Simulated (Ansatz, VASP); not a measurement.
Two plane-wave programs on WSe2

```
W Se
1.0
     3.29000    0.00000    0.00000
    -1.64500    2.84922    0.00000
     0.00000    0.00000   12.97000
W Se
2 4
Direct
  0.33333 0.66667 0.25000
  0.66667 0.33333 0.75000
  0.33333 0.66667 0.62100
  0.66667 0.33333 0.12100
  0.33333 0.66667 0.87900
  0.66667 0.33333 0.37900
```

Alike in both runs: task relaxation of cell and atoms; functional PBEsol; k mesh 12 × 12 × 2; occupations gaussian, width 0.02 eV; no spin polarisation.

|  | VASP | Ansatz |
| --- | --- | --- |
| version | VASP 6.6.1 | Ansatz 0.2.0 |
| potentials or method | VASP PAW PBE potentials, release 64 (W_sv, Se), cutoff 600 eV | scalar-relativistic, plane waves, PAW |
| valence electrons in the cell | 52 | 92 |

Ansatz gave:

```
gap on the k mesh at the Fermi level, each at its own relaxed structure (eV) : 1.04
relaxed volume (Å³/atom)                                                     : 20.42
relaxed cell length with the largest relative difference (Å)                 : 13.221
```

Q: Which values does VASP return?

A: gap on the k mesh at the Fermi level, each at its own relaxed structure (eV): 1.04; relaxed volume (Å³/atom): 20.47; relaxed cell length with the largest relative difference (Å): 13.233.

VASP's potentials were made for PBE, not for PBEsol. VASP's potentials hold 52 valence electrons a cell and Ansatz's 92, so a difference there can come from the potentials and not from the codes.

Spin-orbit coupling is off throughout.
